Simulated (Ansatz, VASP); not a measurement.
**One calculation of BaTe, two programs**

```
Ba Te
1.0
     0.00000    3.60087    3.60087
     3.60087    0.00000    3.60087
     3.60087    3.60087    0.00000
Ba Te
1 1
Cartesian
  0.0000 0.0000 0.0000
  3.6009 3.6009 3.6009
```

Alike in both runs: task relaxation of the atoms; functional r2SCAN; k mesh 8 × 8 × 8; occupations fermi-dirac, width 0.02 eV; no spin polarisation.

|  | VASP | Ansatz |
| --- | --- | --- |
| version | VASP 6.6.1 | Ansatz 0.2.0 |
| potentials or method | VASP PAW PBE potentials, release 64 (Ba_sv, Te), cutoff 520 eV | PAW plane waves |
| valence electrons in the cell | 16 | 26 |

|  | VASP | Ansatz | Ansatz less VASP |
| --- | --- | --- | --- |
| gap on the k mesh at the Fermi level, each at its own relaxed structure (eV) | 2.04 | 2.10 | +0.063 |

VASP's potentials were made for PBE, not for r2SCAN. VASP's potentials hold 16 valence electrons a cell and Ansatz's 26, so a difference there can come from the potentials and not from the codes. Ansatz's warnings: stress scf threshold loose.

Spin-orbit coupling is off throughout. Noted on VASP's run: the relaxation stopped at its first step, so nothing moved.
